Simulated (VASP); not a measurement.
A run of VASP 6.6.1:

The input INCAR:

```
SYSTEM = AlN
PREC = Accurate
ENCUT = 520
EDIFF = 1E-6
ISMEAR = 0
SIGMA = 0.01
LREAL = .False.
LASPH = .True.
NELM = 60
ALGO = Normal
ISIF = 2
LWAVE = .False.
LCHARG = .True.
GGA = PS
LELF = .True.
LVHAR = .True.
NBANDS = 11
```

Contents of KPOINTS:

```
Automatic mesh
0
Gamma
  10 10 10
  0 0 0
```

Contents of POSCAR:

```
AlN
1.0
    0.0000000000      2.1412842683      2.1412842683
    2.1412842683      0.0000000000      2.1412842683
    2.1412842683      2.1412842683      0.0000000000
Al N
1 1
Direct
    0.0000000000      0.0000000000      0.0000000000
    0.2500000000      0.2500000000      0.2500000000
```

Potentials or basis: VASP PAW PBE potentials, release 64 (Al, N).

Launch:

```sh
$ cat potpaw_PBE.64/Al/POTCAR potpaw_PBE.64/N/POTCAR > POTCAR
$ mpirun -np 1 vasp_std > vasp.out
```

Hardware: 1 thread of AMD EPYC 9R45 96-Core Processor (Zen 5), with other jobs on the host.

Problem. How long does it take, and how much memory?

Solution. It took 5.7 s on 1 thread of AMD EPYC 9R45 96-Core Processor (Zen 5) (shared host), peak memory 0.1 GiB. Counts: scf iterations 12, k points 47.
